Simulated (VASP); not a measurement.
Wanted: the native input for a VASP 6.6.1 run.

```yaml
Task: single point
Functional: PBEsol
Potentials_or_basis: VASP PAW PBE potentials, release 64 (Ni_sv_GW, O)
Cutoff: 700 eV
k_mesh: 12 × 12 × 6
Occupations: gaussian, width 0.05 eV
Spin: no spin polarisation
Dipole_correction: no
Further_INCAR_settings: ALGO = Normal; EDIFF = 1e-06; NBANDS = 22
```

The structure of NiO2 lies in POSCAR:

```
NiO2
1.0
    2.7478231521      0.0000000000      0.0000000000
   -1.3739115761      2.3796846548      0.0000000000
    0.0000000000      0.0000000000      5.1043562873
Ni O
1 2
Direct
    0.0000000000      0.0000000000      0.5000000000
    0.6666666667      0.3333333333      0.6373845568
    0.3333333333      0.6666666667      0.3626154432
```

This cell differs from its parent crystal: atoms shifted along a free coordinate, c/a of the conventional cell at fixed volume 1.8576.

The input as run:

INCAR

```
SYSTEM = NiO2
  ALGO = Normal
  EDIFF = 1E-6
  ENCUT = 700
  GGA = PS
  GGA_COMPAT = .FALSE.
  ISIF = 2
  ISMEAR = 0
  LASPH = .TRUE.
  LCHARG = .FALSE.
  LREAL = .FALSE.
  LWAVE = .FALSE.
  NBANDS = 22
  NELM = 120
  PREC = Accurate
  SIGMA = 0.05
```

KPOINTS

```
k-points
0
G
  12 12 6
  0 0 0
```

Potentials or basis: VASP PAW PBE potentials, release 64 (Ni_sv_GW, O).

The run is started by

```sh
$ cat potpaw_PBE.64/Ni_sv_GW/POTCAR potpaw_PBE.64/O/POTCAR > POTCAR
$ mpirun -np 1 vasp_std > vasp.out
```

It gave:

The pressure is 50.0 GPa, the largest force is 6.045 eV/Å and the band gap on the k mesh is 0.97 eV (least direct gap 1.59 eV).

Caveat: the stress differs along the axes, from 40 to 55 GPa; the PAW data sets were made with another functional, which shifts forces and pressure a little; the run has no spin polarisation, though such a crystal can be magnetic.

It took 100 s on 1 thread of Intel(R) Xeon(R) Platinum 8259CL CPU @ 2.50GHz (Skylake/Cascade Lake), with other jobs on the host, peak memory 0.27 GiB.
